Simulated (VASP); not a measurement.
Ti2O:

```xyz
3
Lattice="2.9194 0.0000 0.0000 -1.4597 2.5283 0.0000 0.0000 0.0000 4.7130" Properties=species:S:1:pos:R:3 pbc="T T T"
Ti    1.4597    0.8428    1.3137
Ti    0.0000    1.6855    3.3993
O     0.0000    0.0000    0.0000
```

- Program: VASP 6.6.1
- Task: relaxation of the atoms
- Functional: PBEsol
- Potentials or basis: VASP PAW PBE potentials, release 64 (Ti_sv, O)
- Cutoff: 520 eV
- k mesh: 18 × 18 × 10
- Occupations: gaussian, width 0.1 eV
- Spin: no spin polarisation

At the start: pressure 4.7 GPa; volume 11.60 Å³/atom.

How do energy, volume and symmetry change on relaxing?

Over 3 steps the energy falls by 26.2 meV/atom at a fixed cell; space group P-3m1 (No. 164, to 0.1 Å) before and after.

Step by step:
```tsv
step	energy change (eV)	largest force (eV/Å)	pressure (GPa)
1	0.0000	1.2796	4.73
2	-0.0783	0.0476	5.43
3	-0.0785	0.0010	5.41
```

Final structure:
```
Ti O
1.0
     2.91940    0.00000    0.00000
    -1.45970    2.52827    0.00000
     0.00000    0.00000    4.71300
Ti O
2 1
Direct
  0.66667 0.33333 0.26505
  0.33333 0.66667 0.73495
  0.00000 0.00000 0.00000
```

Caveat: the PAW data sets were made with another functional, which shifts forces and pressure a little.
